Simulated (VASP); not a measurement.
A run of VASP 6.6.1 is set up as follows.

File INCAR:

```
ALGO = Normal
EDIFF = 1E-6
ENCUT = 520
GGA = PE
ISIF = 2
ISMEAR = -1
ISYM = 0
LASPH = True
LCHARG = False
LREAL = False
LWAVE = False
NBANDS = 45
NELM = 100
PREC = Accurate
SIGMA = 0.2361
```

KPOINTS

```
k-points
0
Gamma
  1 1 1
```

Contents of POSCAR:

```
Si3N4
1.0
    5.3378070000     -0.0461070000     -0.0620370000
   -0.0461070000      5.3190510000      0.1015160000
   -0.0620370000      0.1015160000      5.4132090000
Si N
6 8
Direct
    0.6837560092      0.2289884925      0.5633837851
    0.0924874079      0.4323551613      0.0791516963
    0.7344501485      0.7047801259      0.3213863763
    0.1703639002     -0.0830170983      0.3437994781
    0.5532332384      0.5234841932      0.8441408616
    0.3682245872     -0.0286668324      0.9443641823
    0.3787694725      0.1048987199      0.6143394470
    0.8615589374      0.9780945101      0.4656144423
    0.0747597199      0.6127826326      0.3615969062
    0.8020854769      0.5092560868      1.0580170350
    0.2559184159      0.6651333663      0.8128505166
    0.4605118851      0.8338637960      0.2493770809
    0.6564700554      0.2151155349      0.8748508998
    0.1181861271      0.1232705455      0.0959443798
```

Potentials or basis: VASP PAW PBE potentials, release 64 (Si, N).

Command:

```console
$ cat potpaw_PBE.64/Si/POTCAR potpaw_PBE.64/N/POTCAR > POTCAR
$ mpirun -np 1 vasp_gam > vasp.out
```

What does it give for the largest force?

5.531 eV/Å.

Estimate the band gap on the k mesh.

1.26 eV.

Predict the pressure.

7.8 GPa.

Stress tensor (GPa, compression positive):
```
14.14  3.73  1.35
 3.73 -1.29  5.34
 1.35  5.34 10.62
```

Caveat: the k points lie up to 1.18 Å⁻¹ apart.
